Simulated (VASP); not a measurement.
# Be (P6_3/mmc) in VASP: notebook

Runs on Be. Level: PBE. Tasks: single point.

Program: VASP 6.6.1. These are calculated values, not measurements. Logs are shortened: lines on timing, memory, paths and dates and some standing lists are left out, and cuts for length are marked.

**1. The cell of the first run**

It takes space group P6_3/mmc (No. 194, hexagonal). Conventional cell: a = 2.094 Å, b = 2.094 Å, c = 3.329 Å, α = 90.00°, β = 90.00°, γ = 120.00°. Be (site symmetry -6m2) has 12 Be at 2.06 to 2.09 Å within 2.7 Å.

**2. Single point, PBE (volume scaled by 0.8)**

INCAR

```
ALGO = Normal
EDIFF = 1E-6
ENCUT = 520
GGA = PE
ISIF = 2
ISMEAR = -1
LASPH = True
LCHARG = False
LREAL = False
LWAVE = False
NBANDS = 9
NELM = 80
PREC = Accurate
SIGMA = 0.08
```

KPOINTS

```
k-points
0
Gamma
  19 19 11
```

POSCAR

```
Be
1.0
    2.0943904635      0.0000000000      0.0000000000
   -1.0471952317      1.8137953468      0.0000000000
    0.0000000000      0.0000000000      3.3288966824
Be
2
Direct
    0.3333333333      0.6666666667      0.2500000000
    0.6666666667      0.3333333333      0.7500000000
```

Potentials or basis: VASP PAW PBE potentials, release 64 (Be).

Command:

```console
cat potpaw_PBE.64/Be/POTCAR > POTCAR
mpirun -np 1 vasp_std > vasp.out
```

OUTCAR:

```text
EDIFF = 1E-6
   ENCUT = 520
   GGA = PE
   ISIF = 2
   ISMEAR = -1
   LASPH = True
   LREAL = False
   NELM = 80
   PREC = Accurate

 ion  position               nearest neighbor table
   1  0.333  0.667  0.250-   2 2.06   2 2.06   2 2.06   2 2.06   2 2.06   2 2.06
   2  0.667  0.333  0.750-   1 2.06   1 2.06   1 2.06   1 2.06   1 2.06   1 2.06

  LATTYP: Found a hexagonal cell.
 ALAT       =     2.0943904635
 C/A-ratio  =     1.5894346066

  Lattice vectors:

 A1 = (   2.0943904635,   0.0000000000,   0.0000000000)
 A2 = (  -1.0471952317,   1.8137953468,   0.0000000000)
 A3 = (   0.0000000000,   0.0000000000,   3.3288966824)

Analysis of symmetry for initial positions (statically):
=====================================================================
 Subroutine PRICEL returns:
 Original cell was already a primitive cell.

 Routine SETGRP: Setting up the symmetry group for a
 hexagonal supercell.

 Subroutine GETGRP returns: Found 24 space group operations
 (whereof 12 operations were pure point group operations)
 out of a pool of 24 trial point group operations.

The static configuration has the point symmetry D_3d.
 The point group associated with its full space group is D_6h.

Analysis of symmetry for dynamics (positions and initial velocities):
=====================================================================
 Subroutine PRICEL returns:
 Original cell was already a primitive cell.

 Routine SETGRP: Setting up the symmetry group for a
 hexagonal supercell.

 Subroutine GETGRP returns: Found 24 space group operations
 (whereof 12 operations were pure point group operations)
 out of a pool of 24 trial point group operations.

The dynamic configuration has the point symmetry D_3d.
 The point group associated with its full space group is D_6h.

 Subroutine INISYM returns: Found 24 space group operations
 (whereof 12 operations are pure point group operations),
 and found     1 'primitive' translations

----------------------------------------------------------------------------------------

                                     Primitive cell

  volume of cell :      12.6458

  direct lattice vectors                    reciprocal lattice vectors
     2.094390463  0.000000000  0.000000000     0.477465887  0.275665058  0.000000000
    -1.047195232  1.813795347  0.000000000     0.000000000  0.551330117  0.000000000
     0.000000000  0.000000000  3.328896682     0.000000000  0.000000000  0.300399831

  length of vectors
     2.094390463  2.094390463  3.328896682     0.551330117  0.551330117  0.300399831

  position of ions in fractional coordinates (direct lattice)
     0.333333333  0.666666667  0.250000000
     0.666666667  0.333333333  0.750000000

  ion indices of the primitive-cell ions
   primitive index   ion index
                 1           1
                 2           2

----------------------------------------------------------------------------------------

 KPOINTS: k-points

Automatic generation of k-mesh.
 Grid dimensions read from file:
 generate k-points for:   19   19   11

 Generating k-lattice:

  Cartesian coordinates                     Fractional coordinates (reciprocal lattice)
     0.025129784  0.014508687  0.000000000     0.052631579  0.000000000  0.000000000
     0.000000000  0.029017375  0.000000000     0.000000000  0.052631579  0.000000000
     0.000000000  0.000000000  0.027309076     0.000000000  0.000000000  0.090909091

  Length of vectors
     0.029017375  0.029017375  0.027309076

  Shift w.r.t. Gamma in fractional coordinates (k-lattice)
     0.000000000  0.000000000  0.000000000

 Subroutine IBZKPT returns following result:
 ===========================================

 Found    240 irreducible k-points:

 Following reciprocal coordinates:
            Coordinates               Weight
  0.000000  0.000000  0.000000      1.000000
  0.052632 -0.000000  0.000000      6.000000
  0.105263 -0.000000  0.000000      6.000000
  0.157895 -0.000000  0.000000      6.000000
  0.210526  0.000000  0.000000      6.000000
  0.263158 -0.000000  0.000000      6.000000
[... 16 lines left out ...]
  0.263158  0.105263  0.000000     12.000000
  0.315789  0.105263  0.000000     12.000000
 [... further k-points ...]
   k-points           NKPTS =    240   k-points in BZ     NKDIM =    240   number of bands    NBANDS=      9
   number of dos      NEDOS =    301   number of ions     NIONS =      2
   total plane-waves  NPLWV =   7168
   dimension x,y,z NGX =    16 NGY =   16 NGZ =   28
   dimension x,y,z NGXF=    32 NGYF=   32 NGZF=   56
   ions per type =               2
   NGX,Y,Z   is equivalent  to a cutoff of  12.70, 12.70, 13.98 a.u.
   NGXF,Y,Z  is equivalent  to a cutoff of  25.40, 25.40, 27.97 a.u.
 SYSTEM =  unknown system
   PREC   = accura    normal or accurate (medium, high low for compatibility)
   ISTART =      0    job   : 0-new  1-cont  2-samecut
   ICHARG =      2    charge: 1-file 2-atom 10-const
   ISPIN  =      1    spin polarized calculation?
   LNONCOLLINEAR =      F non collinear calculations
   LSORBIT =      F    spin-orbit coupling
   LASPH  =      T    aspherical Exc in radial PAW
   ENCUT  =  520.0 eV  38.22 Ry    6.18 a.u.   3.89  3.89  6.19*2*pi/ulx,y,z
   NELM   =     80;   NELMIN=  2; NELMDL= -5     # of ELM steps
   EDIFF  = 0.1E-05   stopping-criterion for ELM
   LREAL  =      F    real-space projection
   EDIFFG = 0.1E-04   stopping-criterion for IOM
   NSW    =      0    number of steps for IOM
   IBRION =     -1    ionic relax: 0-MD 1-quasi-New 2-CG
   NFREE  =      0    steps in history (QN), initial steepest desc. (CG)
   ISIF   =      2    stress and relaxation
   ISYM   =      2    0-nonsym 1-usesym 2-fastsym
   POTIM  = 0.5000    time-step for ionic-motion
   TEBEG  =    0.0;   TEEND  =   0.0 temperature during run
   PSTRESS=    0.0 pullay stress
   NELECT =       4.0000    total number of electrons
   NUPDOWN=      -1.0000    fix difference up-down
   EMIN   =  10.00;   EMAX   =-10.00  energy-range for DOS
   EFERMI =   0.00;   METHOD = LEGACY
   ISMEAR =    -1;   SIGMA  =   0.08  broadening in eV -4-tet -1-fermi 0-gaus
   EFERMI_NEDOS =   21; number of points for ismear=-14 and -15
   IALGO  =     38    algorithm
   IMIX   =      4    mixing-type and parameters
     AMIX     =   0.40;   BMIX     =  1.00
     AMIX_MAG =   1.60;   BMIX_MAG =  1.00
  volume/ion in A,a.u.               =       6.32        42.67
  Fermi-wavevector in a.u.,A,eV,Ry     =   1.115440  2.107875 16.928445  1.244206
  Thomas-Fermi vector in A             =   2.252044
   LORBIT       =      0    0 simple, 1 ext, 2 COOP (PROOUT), +10 PAW based schemes
   GGA     = PE    functional components
   LHFCALC =     F    Hartree Fock is set to
   AEXX    =    0.0000 exact exchange contribution
   IVDW    =     0    specifies the selected vdW correction
   LEPSILON=     F    determine dielectric tensor
   LRPA    =     F    only Hartree local field effects (RPA)
 non-spin polarized calculation
  energy-cutoff  :      520.00
  volume of cell :       12.65
 maximum number of plane-waves:       350
 NGX is ok and might be reduce to    16
   NGX =  7   NGY =  7   NGZ = 13

 number of electron       4.0000000 magnetization

 Free energy of the ion-electron system (eV)
  ---------------------------------------------------
  ext. energy  EPLUGINS =         0.00000000
  ---------------------------------------------------
  free energy    TOTEN  =        -7.20078332 eV

  energy without entropy =       -7.19938081  energy(sigma->0) =       -7.20008207

 E-fermi :   9.0313     XC(G=0): -11.3649

 val. band max:        8.9867078244   @ k =   0.3158   0.1053   0.0000
 cond. band min:       9.1661307449   @ k =   0.3158   0.3158   0.4545
 fundamental gap:      0.1794229205
 Fermi energy:         9.0312665156

 k-point     1 :       0.0000    0.0000    0.0000
  band No.  band energies     occupation
      1      -3.5914      2.00000
      2       3.5945      2.00000
      3      10.8056      0.00000
      4      28.2674      0.00000
      5      28.2674      0.00000
      6      31.5315      0.00000
      7      31.5315      0.00000
      8      33.7785      0.00000
      9      40.2454      0.00000

 k-point     2 :       0.0526   -0.0000    0.0000
  band No.  band energies     occupation
      1      -3.5055      2.00000
      2       3.7172      2.00000
      3      10.8130      0.00000
      4      27.4590      0.00000
      5      27.6170      0.00000
      6      31.5746      0.00000
      7      31.9120      0.00000
      8      33.6180      0.00000
      9      38.8603      0.00000

 k-point     3 :       0.1053   -0.0000    0.0000
  band No.  band energies     occupation
      1      -3.2476      2.00000
      2       4.0849      2.00000
      3      10.8302      0.00000
      4      25.4886      0.00000
      5      26.3262      0.00000
      6      31.6332      0.00000
      7      32.3145      0.00000
      8      33.0377      0.00000
      9      36.5220      0.00000

 k-point     4 :       0.1579   -0.0000    0.0000
  band No.  band energies     occupation
      1      -2.8169      2.00000
      2       4.6968      2.00000
      3      10.8364      0.00000
      4      23.0687      0.00000
      5      24.9590      0.00000
      6      31.4800      0.00000
      7      31.7703      0.00000
      8      32.1909      0.00000
      9      34.1261      0.00000
[... 205 lines left out ...]
 k-point    22 :       0.2105    0.1053    0.0000
  band No.  band energies     occupation
      1      -1.1702      2.00000
      2       7.0084      2.00000
      3      10.6404      0.00000
      4      17.8461      0.00000
      5      21.1210      0.00000
      6      26.9599      0.00000
      7      28.6820      0.00000
      8      30.1892      0.00000
      9      33.9468      0.00000

 k-point    23 :       0.2632    0.1053    0.0000
  band No.  band energies     occupation
      1      -0.2175      2.00000
      2       8.3322      1.99968
      3      10.0886      0.00000
      4      16.3261      0.00000
      5      20.0411      0.00000
      6      24.2861      0.00000
      7      27.0816      0.00000
      8      29.6139      0.00000
      9      32.6616      0.00000

 k-point    24 :       0.3158    0.1053    0.0000
  band No.  band energies     occupation
      1       0.8950      2.00000
      2       8.9867      1.27151
      3       9.8726      0.00005
      4      15.6563      0.00000
      5      19.0342      0.00000
      6      21.5891      0.00000
      7      25.7393      0.00000
      8      29.1545      0.00000
      9      31.7944      0.00000

 [... further k-points ...]
[... 5 lines left out ...]
  --------------------------------------------------------------------------------------
  -------------------------------------------------------------------------------------
  Total        3.1598923      3.1598923      3.1622527      0.0000000      0.0000000      0.0000000
  in kB      400.3470363    400.3470363    400.6460865      0.0000000      0.0000000      0.0000000
  external PRESSURE =     400.4467197 kB  Pullay stress =       0.0000000 kB

 VOLUME and BASIS-vectors are now :
 -----------------------------------------------------------------------------
  energy-cutoff  :      520.00
  volume of cell :       12.65
      direct lattice vectors                 reciprocal lattice vectors
     2.094390463  0.000000000  0.000000000     0.477465887  0.275665058  0.000000000
    -1.047195232  1.813795347  0.000000000     0.000000000  0.551330117  0.000000000
     0.000000000  0.000000000  3.328896682     0.000000000  0.000000000  0.300399831

 POSITION                                       TOTAL-FORCE (eV/Angst)
 -----------------------------------------------------------------------------------
     -0.00000      1.20920      0.83222         0.000000      0.000000      0.000000
      1.04720      0.60460      2.49667        -0.000000     -0.000000      0.000000
 -----------------------------------------------------------------------------------
    total drift:                                0.000000     -0.000000      0.000000

  FREE ENERGIE OF THE ION-ELECTRON SYSTEM (eV)
  ---------------------------------------------------
  free  energy   TOTEN  =        -7.2007833225 eV

  energy  without entropy=       -7.1993808141  energy(sigma->0) =       -7.20008207
```

Wall time 6 s (1 thread of Intel Xeon 6975P-C (Granite Rapids), shared host); peak memory 0.13 GiB.

What came out:

| Property | Result |
| --- | --- |
| Free energy | -7.2008 eV |
| Pressure | 40.0 GPa |
| Band gap on the k mesh | zero (band 2 reaches 9.84 eV, above the bottom of band 3 at 8.23 eV) |

**3. Single point, PBE (volume scaled by 0.8)**

INCAR

```
SYSTEM = Be
  PREC = Accurate
  ENCUT = 520
  EDIFF = 1E-7
  ISMEAR = -1
  SIGMA = 0.08
  LREAL = .FALSE.
  LASPH = .TRUE.
  NELM = 80
  ALGO = Normal
  ISIF = 2
  LWAVE = .FALSE.
  LCHARG = .FALSE.
  GGA = PE
  NBANDS = 9
```

KPOINTS

```
Automatic mesh
0
G
  19 19 11
  0 0 0
```

POSCAR is that of step 2.

Potentials or basis: VASP PAW PBE potentials, release 64 (Be).

Command:

```console
cat potpaw_PBE.64/Be/POTCAR > POTCAR
mpirun -np 1 vasp_std > vasp.out
```

OUTCAR:

```text
SYSTEM = Be
   PREC = Accurate
   ENCUT = 520
   EDIFF = 1E-7
   ISMEAR = -1
   LREAL = .FALSE.
   LASPH = .TRUE.
   NELM = 80
   ISIF = 2
   GGA = PE

 ion  position               nearest neighbor table
   1  0.333  0.667  0.250-   2 2.06   2 2.06   2 2.06   2 2.06   2 2.06   2 2.06
   2  0.667  0.333  0.750-   1 2.06   1 2.06   1 2.06   1 2.06   1 2.06   1 2.06

  LATTYP: Found a hexagonal cell.
 ALAT       =     2.0943904635
 C/A-ratio  =     1.5894346066

  Lattice vectors:

 A1 = (   2.0943904635,   0.0000000000,   0.0000000000)
 A2 = (  -1.0471952317,   1.8137953468,   0.0000000000)
 A3 = (   0.0000000000,   0.0000000000,   3.3288966824)

Analysis of symmetry for initial positions (statically):
=====================================================================
 Subroutine PRICEL returns:
 Original cell was already a primitive cell.

 Routine SETGRP: Setting up the symmetry group for a
 hexagonal supercell.

 Subroutine GETGRP returns: Found 24 space group operations
 (whereof 12 operations were pure point group operations)
[... 163 lines left out ...]

  energy without entropy =       -7.19938071  energy(sigma->0) =       -7.20008197

 E-fermi :   9.0313     XC(G=0): -11.3649

 val. band max:        8.9867348168   @ k =   0.3158   0.1053   0.0000
 cond. band min:       9.1661452150   @ k =   0.3158   0.3158   0.4545
 fundamental gap:      0.1794103983
 Fermi energy:         9.0312918427

 k-point     1 :       0.0000    0.0000    0.0000
  band No.  band energies     occupation
      1      -3.5914      2.00000
      2       3.5945      2.00000
      3      10.8056      0.00000
      4      28.2675      0.00000
      5      28.2675      0.00000
      6      31.5315      0.00000
      7      31.5315      0.00000
      8      33.7786      0.00000
      9      40.2454      0.00000
[... 265 lines left out ...]
 k-point    24 :       0.3158    0.1053    0.0000
  band No.  band energies     occupation
      1       0.8951      2.00000
      2       8.9867      1.27150
      3       9.8727      0.00005
      4      15.6563      0.00000
      5      19.0342      0.00000
      6      21.5892      0.00000
      7      25.7394      0.00000
      8      29.1546      0.00000
      9      31.7944      0.00000

 [... further k-points ...]
[... 5 lines left out ...]
  --------------------------------------------------------------------------------------
  -------------------------------------------------------------------------------------
  Total        3.1598334      3.1598334      3.1622170      0.0000000     -0.0000000      0.0000000
  in kB      400.3395655    400.3395655    400.6415609      0.0000000     -0.0000000      0.0000000
  external PRESSURE =     400.4402306 kB  Pullay stress =       0.0000000 kB

 VOLUME and BASIS-vectors are now :
 -----------------------------------------------------------------------------
  energy-cutoff  :      520.00
  volume of cell :       12.65
      direct lattice vectors                 reciprocal lattice vectors
     2.094390463  0.000000000  0.000000000     0.477465887  0.275665058  0.000000000
    -1.047195232  1.813795347  0.000000000     0.000000000  0.551330117  0.000000000
     0.000000000  0.000000000  3.328896682     0.000000000  0.000000000  0.300399831

 POSITION                                       TOTAL-FORCE (eV/Angst)
 -----------------------------------------------------------------------------------
     -0.00000      1.20920      0.83222        -0.000000     -0.000000      0.000000
      1.04720      0.60460      2.49667         0.000000      0.000000      0.000000
 -----------------------------------------------------------------------------------
    total drift:                                0.000000     -0.000000      0.000000

  FREE ENERGIE OF THE ION-ELECTRON SYSTEM (eV)
  ---------------------------------------------------
  free  energy   TOTEN  =        -7.2007832326 eV

  energy  without entropy=       -7.1993807075  energy(sigma->0) =       -7.20008197
```

Wall time 6.6 s (1 thread of Intel Xeon 6975P-C (Granite Rapids), shared host); peak memory 0.13 GiB.

Results:

* Free energy: -7.2008 eV
* Pressure: 40.0 GPa
* Band gap on the k mesh: zero (band 2 reaches 9.84 eV, above the bottom of band 3 at 8.23 eV)

**4. Single point, PBE (volume scaled by 0.9)**

INCAR

```
PREC     = Accurate       # precision mode
ENCUT    = 520            # plane-wave cutoff, eV
EDIFF    = 1E-6           # SCF threshold, eV
ISMEAR   = -1             # smearing method
SIGMA    = 0.08           # smearing width, eV
LREAL    = F              # projectors in reciprocal space
LASPH    = T              # aspherical terms in the spheres
NELM     = 100            # most SCF steps
ALGO     = Normal         # electronic algorithm
ISIF     = 2              # what is computed and relaxed
LWAVE    = F              # write WAVECAR
LCHARG   = T              # write CHGCAR
GGA      = PE             # functional
LELF     = T              # ELF
LVHAR    = T            
NBANDS   = 9              # bands
```

KPOINTS

```
Automatic mesh
0
Gamma
  19 19 11
```

POSCAR

```
Be
1.0
    2.1812774852      0.0000000000      0.0000000000
   -1.0906387426      1.8890417149      0.0000000000
    0.0000000000      0.0000000000      3.4526003394
Be
2
Direct
    0.3333333333      0.6666666667      0.2500000000
    0.6666666667      0.3333333333      0.7500000000
```

Command:

```console
cat potpaw_PBE.64/Be/POTCAR > POTCAR
mpirun -np 1 vasp_std > vasp.out
```

Run time: 6.4 s. Hardware: 1 thread of Intel Xeon 6975P-C (Granite Rapids), shared host; peak memory 0.13 GiB.

The run converged. Its results:

| Item | Value |
| --- | --- |
| Free energy | -7.4664 eV |
| Pressure | 15.7 GPa |
| Band gap on the k mesh | zero (band 2 reaches 8.72 eV, above the bottom of band 3 at 7.18 eV) |

Levels at points of the mesh, in eV from the Fermi level:
| k point | band 1 | band 2 | band 3 | band 4 | band 5 | band 6 |
| --- | --- | --- | --- | --- | --- | --- |
| (0.00, 0.00, 0.00) | -12.00 | -4.95 | 1.33 | 17.43 | 17.43 | 20.46 |
